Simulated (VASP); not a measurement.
The system is CdP2C.

```xyz
4
Lattice="3.2820 0.0000 0.0000 0.0000 3.2820 0.0000 0.0000 0.0000 6.1236" Properties=species:S:1:pos:R:3 pbc="T T T"
Cd    0.0000    0.0000    0.0000
P     0.0000    1.6410    2.0182
P     1.6410    0.0000    4.1054
C     1.6410    1.6410    3.0618
```

* Program: VASP 6.6.1
* Task: relaxation of cell and atoms
* Functional: LDA
* Potentials or basis: VASP PAW LDA potentials, release 64 (Cd, P, C)
* Cutoff: 600 eV
* k mesh: 8 × 8 × 4
* Occupations: fermi-dirac, width 0.02 eV
* Spin: no spin polarisation

At the start: pressure -5.8 GPa; volume 16.49 Å³/atom.

Question: How do energy, volume and symmetry change on relaxing?

Answer: Over 36 steps the energy falls by 316.2 meV/atom and the volume is 16.10 Å³/atom (-2.4 %); space group P-4m2 (No. 115, to 0.1 Å) before and after.

The path:
| step | energy change (eV) | largest force (eV/Å) | pressure (GPa) | volume (Å³) |
| --- | --- | --- | --- | --- |
| 1 | 0.0000 | 0.1459 | -5.81 | 65.96 |
| 2 | -0.0729 | 0.1606 | 2.51 | 60.41 |
| 3 | -0.0830 | 0.1586 | 0.08 | 61.74 |
| 4 | -0.0830 | 0.1582 | -0.06 | 61.82 |
| 5 | -0.0848 | 0.0180 | -0.11 | 61.80 |
| 6 | -0.0850 | 0.0298 | -0.12 | 61.79 |
| 7 | -0.0854 | 0.0258 | 0.04 | 61.68 |
| 8 | -0.0859 | 0.0158 | 0.45 | 61.40 |
| 9 | -0.0861 | 0.0133 | 0.40 | 61.41 |
| 10 | -0.0866 | 0.0056 | 0.28 | 61.46 |
| 11 | -0.0875 | 0.0129 | 0.05 | 61.55 |
| 12 | -0.0916 | 0.0421 | -0.43 | 61.71 |
| 13 | -0.1248 | 0.0052 | -1.31 | 62.01 |
| 14 | -0.3107 | 0.1115 | -2.43 | 62.45 |
| 15 | -0.8569 | 1.1845 | -4.21 | 62.76 |
| 16 | -0.5806 | 3.0708 | -0.36 | 61.26 |
| 17 | -1.0488 | 1.7149 | -4.16 | 62.59 |
| 18 | -1.0587 | 1.8410 | -4.09 | 62.53 |
| 19 | -1.0551 | 1.7811 | -4.12 | 62.56 |
| 20 | -1.0943 | 1.5085 | -3.06 | 62.17 |
| 21 | -1.1626 | 0.6205 | 0.47 | 61.00 |
| 22 | -1.1678 | 0.2475 | 1.97 | 60.56 |
| 23 | -1.1798 | 0.2116 | 1.85 | 60.75 |
| 24 | -1.2104 | 0.1119 | 1.55 | 61.35 |
| 25 | -1.2487 | 0.0835 | 1.46 | 62.51 |
| 26 | -1.2459 | 0.5596 | 1.89 | 64.79 |
| 27 | -1.2587 | 0.3617 | 1.60 | 63.73 |
| 28 | -1.2598 | 0.3165 | -1.29 | 65.08 |
| 29 | -1.2648 | 0.0012 | 0.05 | 64.43 |
| 30 | -1.2648 | 0.0082 | 0.08 | 64.42 |
| 31 | -1.2648 | 0.0138 | 0.03 | 64.45 |
| 32 | -1.2648 | 0.0170 | 0.00 | 64.47 |
| 33 | -1.2648 | 0.0002 | -0.05 | 64.47 |
| 34 | -1.2648 | 0.0002 | -0.05 | 64.47 |
| 35 | -1.2648 | 0.0008 | -0.02 | 64.43 |
| 36 | -1.2648 | 0.0013 | 0.01 | 64.40 |

Final structure:
```
Cd P C
1.0
     2.79931    0.00000    0.00000
     0.00000    2.79931    0.00000
     0.00000    0.00000    8.21825
Cd P C
1 2 1
Cartesian
  0.0000 0.0000 0.0000
  0.0000 1.3997 2.9270
  1.3997 0.0000 5.2912
  1.3997 1.3997 4.1091
```

Caveat: a cell axis changed by over 15 % at a fixed basis, so the end point is rough.
